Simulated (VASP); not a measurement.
# Ir in VASP: a series of runs

The runs below take Ir through single point, with LDA.

Everything below comes from runs of VASP 6.6.1. Logs are shortened: lines on timing, memory, paths and dates and some standing lists are left out, and cuts for length are marked.

**1. The cell of the first run**

The typed cell holds 2 atoms: a = 3.612 Å, b = 3.612 Å, c = 4.588 Å, α = 103.07°, β = 103.07°, γ = 135.47°.

**2. Single point, LDA (volume scaled by 1.12)**

Contents of INCAR:

```
SYSTEM = Ir
ALGO = Normal
EDIFF = 1E-7
ENCUT = 520
GGA = CA
ISIF = 2
ISMEAR = -1
LASPH = .True.
LCHARG = .False.
LREAL = .False.
LWAVE = .False.
NBANDS = 16
NELM = 60
PREC = Accurate
SIGMA = 0.1
```

Contents of KPOINTS:

```
k-points
0
Gamma
  17 17 10
  0 0 0
```

Contents of POSCAR:

```
Ir
1.0
   -2.5440073382      2.1837191285      1.3448240270
    2.1837191285     -2.5440073382      1.3448240270
    2.9183282388      2.9183282388     -2.0046925429
Ir
2
Direct
    0.9780084481      0.0219915519      0.0000000000
    0.7719915519      0.2280084481      0.5000000000
```

Potentials or basis: VASP PAW LDA potentials, release 64 (Ir).

Started as:

```bash
cat potpaw_LDA.64/Ir/POTCAR > POTCAR
mpirun -np 1 vasp_std > vasp.out
```

OUTCAR:

```text
SYSTEM = Ir
   EDIFF = 1E-7
   ENCUT = 520
   GGA = CA
   ISIF = 2
   ISMEAR = -1
   LASPH = .True.
   LREAL = .False.
   NELM = 60
   PREC = Accurate

 ion  position               nearest neighbor table
   1  0.978  0.022  0.000-   2 2.68   2 2.68   2 2.68   2 2.68   2 2.69   2 2.69
   2  0.772  0.228  0.500-   1 2.68   1 2.68   1 2.68   1 2.68   1 2.69   1 2.69

  Warning from LATTYP: Got some problem with cell dimensions!
  Tried to take original basis but could not verify dimensions!
  LATTYP: Found a base centered monoclinic cell.
 ALAT       =     2.7374845831
 B/A-ratio  =     2.4423936229
 C/A-ratio  =     1.3449896110
 COS(beta)  =    -0.0000966422

  Lattice vectors:

 A1 = (  -2.5440073382,   2.1837191285,   1.3448240270)
 A2 = (   2.1837191285,  -2.5440073382,   1.3448240270)
 A3 = (   2.5580400291,   2.5580400291,   0.6849555111)

Analysis of symmetry for initial positions (statically):
=====================================================================
 Subroutine PRICEL returns:
 Original cell was already a primitive cell.

 Routine SETGRP: Setting up the symmetry group for a
 base centered monoclinic supercell.

 Subroutine GETGRP returns: Found  4 space group operations
 (whereof  2 operations were pure point group operations)
 out of a pool of  4 trial point group operations.

The static configuration has the point symmetry C_2 .
 The point group associated with its full space group is C_2h.

Analysis of symmetry for dynamics (positions and initial velocities):
=====================================================================
 Subroutine PRICEL returns:
 Original cell was already a primitive cell.

 Routine SETGRP: Setting up the symmetry group for a
 base centered monoclinic supercell.

 Subroutine GETGRP returns: Found  4 space group operations
 (whereof  2 operations were pure point group operations)
 out of a pool of  4 trial point group operations.

The dynamic configuration has the point symmetry C_2 .
 The point group associated with its full space group is C_2h.

 Subroutine INISYM returns: Found  4 space group operations
 (whereof  2 operations are pure point group operations),
 and found     1 'primitive' translations

----------------------------------------------------------------------------------------

                                     Primitive cell

  volume of cell :      33.6945

  direct lattice vectors                    reciprocal lattice vectors
    -2.544007338  2.183719128  1.344824027     0.034881447  0.246399607  0.409474483
     2.183719128 -2.544007338  1.344824027     0.246399607  0.034881447  0.409474483
     2.918328239  2.918328239 -2.004692543     0.188694033  0.188694033  0.050552514

  length of vectors
     3.612361310  3.612361310  4.588253656     0.479164725  0.479164725  0.271599765

  position of ions in fractional coordinates (direct lattice)
     0.978008448  0.021991552  1.000000000
     0.771991552  0.228008448  0.500000000

  ion indices of the primitive-cell ions
   primitive index   ion index
                 1           1
                 2           2

----------------------------------------------------------------------------------------

 KPOINTS: k-points

Automatic generation of k-mesh.
 Grid dimensions read from file:
 generate k-points for:   17   17   10

 Generating k-lattice:

  Cartesian coordinates                     Fractional coordinates (reciprocal lattice)
     0.002051850  0.014494095  0.024086734     0.058823529  0.000000000 -0.000000000
     0.014494095  0.002051850  0.024086734     0.000000000  0.058823529 -0.000000000
     0.018869403  0.018869403  0.005055251    -0.000000000 -0.000000000  0.100000000

  Length of vectors
     0.028186160  0.028186160  0.027159977

  Shift w.r.t. Gamma in fractional coordinates (k-lattice)
     0.000000000  0.000000000  0.000000000

 Subroutine IBZKPT returns following result:
 ===========================================

 Found    774 irreducible k-points:

 Following reciprocal coordinates:
            Coordinates               Weight
  0.000000  0.000000  0.000000      1.000000
  0.058824  0.000000 -0.000000      4.000000
  0.117647  0.000000 -0.000000      4.000000
  0.176471  0.000000 -0.000000      4.000000
  0.235294  0.000000 -0.000000      4.000000
  0.294118 -0.000000 -0.000000      4.000000
[... 16 lines left out ...]
 -0.176471  0.058824  0.000000      4.000000
 -0.117647  0.058824  0.000000      4.000000
 [... further k-points ...]
   k-points           NKPTS =    774   k-points in BZ     NKDIM =    774   number of bands    NBANDS=     16
   number of dos      NEDOS =    301   number of ions     NIONS =      2
   total plane-waves  NPLWV =  28224
   dimension x,y,z NGX =    28 NGY =   28 NGZ =   36
   dimension x,y,z NGXF=    56 NGYF=   56 NGZF=   72
   ions per type =               2
   NGX,Y,Z   is equivalent  to a cutoff of  12.89, 12.89, 13.04 a.u.
   NGXF,Y,Z  is equivalent  to a cutoff of  25.77, 25.77, 26.09 a.u.
 SYSTEM =  Ir
   PREC   = accura    normal or accurate (medium, high low for compatibility)
   ISTART =      0    job   : 0-new  1-cont  2-samecut
   ICHARG =      2    charge: 1-file 2-atom 10-const
   ISPIN  =      1    spin polarized calculation?
   LNONCOLLINEAR =      F non collinear calculations
   LSORBIT =      F    spin-orbit coupling
   LASPH  =      T    aspherical Exc in radial PAW
   ENCUT  =  520.0 eV  38.22 Ry    6.18 a.u.   6.72  6.72  8.53*2*pi/ulx,y,z
   NELM   =     60;   NELMIN=  2; NELMDL= -5     # of ELM steps
   EDIFF  = 0.1E-06   stopping-criterion for ELM
   LREAL  =      F    real-space projection
   EDIFFG = 0.1E-05   stopping-criterion for IOM
   NSW    =      0    number of steps for IOM
   IBRION =     -1    ionic relax: 0-MD 1-quasi-New 2-CG
   NFREE  =      0    steps in history (QN), initial steepest desc. (CG)
   ISIF   =      2    stress and relaxation
   ISYM   =      2    0-nonsym 1-usesym 2-fastsym
   POTIM  = 0.5000    time-step for ionic-motion
   TEBEG  =    0.0;   TEEND  =   0.0 temperature during run
   PSTRESS=    0.0 pullay stress
   NELECT =      18.0000    total number of electrons
   NUPDOWN=      -1.0000    fix difference up-down
   EMIN   =  10.00;   EMAX   =-10.00  energy-range for DOS
   EFERMI =   0.00;   METHOD = LEGACY
   ISMEAR =    -1;   SIGMA  =   0.10  broadening in eV -4-tet -1-fermi 0-gaus
   EFERMI_NEDOS =   21; number of points for ismear=-14 and -15
   IALGO  =     38    algorithm
   IMIX   =      4    mixing-type and parameters
     AMIX     =   0.40;   BMIX     =  1.00
     AMIX_MAG =   1.60;   BMIX_MAG =  1.00
  volume/ion in A,a.u.               =      16.85       113.69
  Fermi-wavevector in a.u.,A,eV,Ry     =   1.328350  2.510217 24.007659  1.764513
  Thomas-Fermi vector in A             =   2.457594
   LORBIT       =      0    0 simple, 1 ext, 2 COOP (PROOUT), +10 PAW based schemes
   GGA     = CA    functional components
   LHFCALC =     F    Hartree Fock is set to
   AEXX    =    0.0000 exact exchange contribution
   IVDW    =     0    specifies the selected vdW correction
   LEPSILON=     F    determine dielectric tensor
   LRPA    =     F    only Hartree local field effects (RPA)
 non-spin polarized calculation
  energy-cutoff  :      520.00
  volume of cell :       33.69
 maximum number of plane-waves:       922
   NGX = 13   NGY = 13   NGZ = 17

 number of electron      18.0000000 magnetization

 Free energy of the ion-electron system (eV)
  ---------------------------------------------------
  ext. energy  EPLUGINS =         0.00000000
  ---------------------------------------------------
  free energy    TOTEN  =       -19.38713164 eV

  energy without entropy =      -19.31114584  energy(sigma->0) =      -19.34913874

 E-fermi :   7.2684     XC(G=0): -13.0562

 val. band max:        7.2675768513   @ k =   0.4706   0.3529  -0.0000
 cond. band min:       7.2701422997   @ k =  -0.4118   0.0588   0.2000
 fundamental gap:      0.0025654484
 Fermi energy:         7.2683572459

 k-point     1 :       0.0000    0.0000    0.0000
  band No.  band energies     occupation
      1      -1.8356      2.00000
      2       1.2987      2.00000
      3       2.2443      2.00000
      4       2.6936      2.00000
      5       3.7890      2.00000
      6       5.7082      2.00000
[... 8 lines left out ...]
     15      23.2518      0.00000
     16      24.5522      0.00000

 k-point     2 :       0.0588    0.0000   -0.0000
  band No.  band energies     occupation
      1      -1.6694      2.00000
      2       1.3899      2.00000
      3       2.2353      2.00000
      4       2.8611      2.00000
      5       3.8492      2.00000
      6       5.4519      2.00000
[... 8 lines left out ...]
     15      23.1850      0.00000
     16      24.3099      0.00000

 k-point     3 :       0.1176    0.0000   -0.0000
  band No.  band energies     occupation
      1      -1.1863      2.00000
      2       1.6530      2.00000
      3       2.2961      2.00000
      4       3.2424      2.00000
      5       4.0081      2.00000
      6       4.8168      2.00000
[... 8 lines left out ...]
     15      22.7196      0.00000
     16      23.1432      0.00000

 k-point     4 :       0.1765    0.0000   -0.0000
  band No.  band energies     occupation
      1      -0.4408      2.00000
      2       2.0540      2.00000
      3       2.4742      2.00000
      4       3.6146      2.00000
      5       3.8920      2.00000
      6       4.5120      2.00000
[... 8 lines left out ...]
     15      21.6523      0.00000
     16      22.6072      0.00000

 k-point     5 :       0.2353    0.0000   -0.0000
  band No.  band energies     occupation
      1       0.4422      2.00000
      2       2.4963      2.00000
      3       2.7420      2.00000
      4       3.3719      2.00000
      5       3.5624      2.00000
      6       4.7341      2.00000
[... 8 lines left out ...]
     15      21.9985      0.00000
     16      22.6753      0.00000

 k-point     6 :       0.2941   -0.0000   -0.0000
  band No.  band energies     occupation
      1       1.1914      2.00000
      2       2.6193      2.00000
      3       2.9090      2.00000
      4       3.2756      2.00000
      5       3.4720      2.00000
      6       4.9964      2.00000
[... 8 lines left out ...]
     15      21.3384      0.00000
     16      21.9019      0.00000

 k-point     7 :       0.3529    0.0000   -0.0000
  band No.  band energies     occupation
      1       1.5024      2.00000
      2       2.3504      2.00000
      3       2.8898      2.00000
      4       3.5771      2.00000
      5       3.9080      2.00000
      6       5.2359      2.00000
[... 8 lines left out ...]
     15      19.5078      0.00000
     16      20.7924      0.00000

 k-point     8 :       0.4118    0.0000   -0.0000
  band No.  band energies     occupation
      1       1.5794      2.00000
      2       2.0120      2.00000
      3       3.0475      2.00000
      4       3.5529      2.00000
      5       4.4746      2.00000
      6       5.4474      2.00000
[... 8 lines left out ...]
     15      18.1738      0.00000
     16      20.1098      0.00000

 k-point     9 :       0.4706    0.0000   -0.0000
  band No.  band energies     occupation
      1       1.6641      2.00000
      2       1.7930      2.00000
      3       3.1687      2.00000
      4       3.3327      2.00000
      5       5.0228      2.00000
      6       5.4245      2.00000
[... 8 lines left out ...]
     15      18.6687      0.00000
     16      19.3593      0.00000
[... 172 lines left out ...]
 k-point    19 :      -0.4118    0.0588    0.0000
  band No.  band energies     occupation
      1       1.5836      2.00000
      2       2.3534      2.00000
      3       2.9342      2.00000
      4       3.6138      2.00000
      5       3.9708      2.00000
      6       5.3858      2.00000
[... 8 lines left out ...]
     15      19.1129      0.00000
     16      20.1386      0.00000

 k-point    20 :      -0.3529    0.0588    0.0000
  band No.  band energies     occupation
      1       1.3277      2.00000
      2       2.5548      2.00000
      3       2.9347      2.00000
      4       3.3941      2.00000
      5       3.6008      2.00000
      6       5.0980      2.00000
[... 8 lines left out ...]
     15      20.5133      0.00000
     16      21.7347      0.00000

 k-point    21 :      -0.2941    0.0588    0.0000
  band No.  band energies     occupation
      1       0.6316      2.00000
      2       2.5292      2.00000
      3       2.8194      2.00000
      4       3.3229      2.00000
      5       3.5238      2.00000
      6       4.9402      2.00000
[... 8 lines left out ...]
     15      21.3685      0.00000
     16      22.7281      0.00000

 k-point    22 :      -0.2353    0.0588    0.0000
  band No.  band energies     occupation
      1      -0.2466      2.00000
      2       2.1563      2.00000
      3       2.5149      2.00000
      4       3.4648      2.00000
      5       3.7713      2.00000
      6       4.7423      2.00000
[... 8 lines left out ...]
     15      21.5654      0.00000
     16      22.5473      0.00000

 k-point    23 :      -0.1765    0.0588    0.0000
  band No.  band energies     occupation
      1      -1.0206      2.00000
      2       1.7419      2.00000
      3       2.2977      2.00000
      4       3.1984      2.00000
      5       4.0385      2.00000
      6       4.7991      2.00000
[... 8 lines left out ...]
     15      21.9645      0.00000
     16      23.1187      0.00000

 k-point    24 :      -0.1176    0.0588    0.0000
  band No.  band energies     occupation
      1      -1.5515      2.00000
      2       1.4507      2.00000
      3       2.2121      2.00000
      4       2.8770      2.00000
      5       3.8978      2.00000
      6       5.3864      2.00000
[... 8 lines left out ...]
     15      23.3079      0.00000
     16      23.6669      0.00000

 [... further k-points ...]
[... 5 lines left out ...]
  --------------------------------------------------------------------------------------
  -------------------------------------------------------------------------------------
  Total       -5.8271468     -5.8271468     -6.0096995     -0.5365301     -0.0518684     -0.0518684
  in kB     -277.0811042   -277.0811042   -285.7614920    -25.5120336     -2.4663431     -2.4663444
  external PRESSURE =    -279.9745668 kB  Pullay stress =       0.0000000 kB

 VOLUME and BASIS-vectors are now :
 -----------------------------------------------------------------------------
  energy-cutoff  :      520.00
  volume of cell :       33.69
      direct lattice vectors                 reciprocal lattice vectors
    -2.544007338  2.183719128  1.344824027     0.034881447  0.246399607  0.409474483
     2.183719128 -2.544007338  1.344824027     0.246399607  0.034881447  0.409474483
     2.918328239  2.918328239 -2.004692543     0.188694033  0.188694033  0.050552514

 POSITION                                       TOTAL-FORCE (eV/Angst)
 -----------------------------------------------------------------------------------
     -2.44004      2.07975      1.34482         0.240445     -0.240445     -0.000000
     -0.00688      2.56492      0.34248        -0.240445      0.240445      0.000000
 -----------------------------------------------------------------------------------
    total drift:                                0.000000     -0.000000      0.000000

  FREE ENERGIE OF THE ION-ELECTRON SYSTEM (eV)
  ---------------------------------------------------
  free  energy   TOTEN  =       -19.3871316437 eV

  energy  without entropy=      -19.3111458393  energy(sigma->0) =      -19.34913874
```

It took 4.7 min on 1 thread of Intel Xeon 6975P-C (Granite Rapids), shared host; peak memory 0.44 GiB.

What came out:

* Free energy: -19.3871 eV
* Pressure: -28.0 GPa
* Largest force: 0.340 eV/Å
* Band gap on the k mesh: zero (band 9 reaches 8.79 eV, above the bottom of band 10 at 6.32 eV)

Forces in eV/Å, atoms in the order of the input:
```
Ir   0.240 -0.240  0.000
Ir  -0.240  0.240  0.000
```

Stress tensor (GPa, compression positive):
```
-27.71  -2.55  -0.25
 -2.55 -27.71  -0.25
 -0.25  -0.25 -28.58
```

Levels at points of the mesh, in eV from the Fermi level:
| k point | band 5 | band 6 | band 7 | band 8 | band 9 | band 10 | band 11 | band 12 | band 13 | band 14 |
| --- | --- | --- | --- | --- | --- | --- | --- | --- | --- | --- |
| (0.00, 0.00, 0.00) | -3.48 | -1.56 | -0.94 | -0.72 | 0.38 | 0.46 | 1.62 | 4.25 | 7.60 | 10.66 |
| (0.00, 0.00, 0.50) | -2.51 | -2.51 | -1.80 | -1.80 | -0.72 | -0.72 | 1.48 | 1.48 | 11.81 | 11.81 |

Caveat: the cell differs from its parent crystal (volume scaled by 1.12); spin-orbit coupling is left out, which moves the levels of the heavy elements.

**3. Single point, LDA**

This run uses another cell than the first one, of 15.04 Å³/atom, 0.893 times its volume.

Contents of INCAR:

```
PREC = Accurate
ENCUT = 520
EDIFF = 1E-7
ISMEAR = -1
SIGMA = 0.1
LREAL = False
LASPH = True
NELM = 80
ALGO = Normal
ISIF = 2
LWAVE = False
LCHARG = True
LELF = True
LVHAR = True
NBANDS = 16
ISYM = 0
```

Contents of KPOINTS:

```
regular mesh
0
Gamma
  14 14 9
```

Contents of POSCAR:

```
Ir
1.0
   -2.4496968973      2.1027651507      1.2949692389
    2.1027651507     -2.4496968973      1.2949692389
    2.8101411206      2.8101411206     -1.9303753683
Ir
2
Direct
    0.9780084481      0.0219915519      0.0000000000
    0.7719915519      0.2280084481      0.5000000000
```

Potentials or basis: VASP PAW LDA potentials, release 64 (Ir).

Started as:

```bash
cat potpaw_LDA.64/Ir/POTCAR > POTCAR
mpirun -np 1 vasp_std > vasp.out
```

Wall time 5.5 min (1 thread of Intel Xeon 6975P-C (Granite Rapids), shared host); peak memory 0.46 GiB.

Results (log left out):

```yaml
Free_energy: -19.7202 eV
Pressure: 2.0 GPa
Largest_force: 0.053 eV/Å
Band_gap_on_the_k_mesh: zero (band 9 reaches 10.82 eV, above the bottom of band 10 at 7.87 eV)
```

Forces in eV/Å, atoms in the order of the input:
```
Ir  -0.038  0.038  0.000
Ir   0.038 -0.038  0.000
```

Stress tensor (GPa, compression positive):
```
 1.85  0.22 -0.02
 0.22  1.85 -0.02
-0.02 -0.02  2.27
```

Levels at points of the mesh, in eV from the Fermi level:
```csv
k point,band 6,band 7,band 8,band 9,band 10,band 11,band 12,band 13
"(0.00, 0.00, 0.00)",-1.83,-1.10,-0.88,0.44,0.57,1.91,4.46,8.14
"(0.50, 0.00, 0.00)",-2.39,-1.05,-1.05,0.62,0.62,3.72,3.72,9.25
"(0.00, 0.50, 0.00)",-2.39,-1.05,-1.05,0.62,0.62,3.72,3.72,9.25
"(0.50, 0.50, 0.00)",-2.85,-2.65,-1.52,-1.16,0.73,1.10,1.73,12.28
```

Caveat: spin-orbit coupling is left out, which moves the levels of the heavy elements.
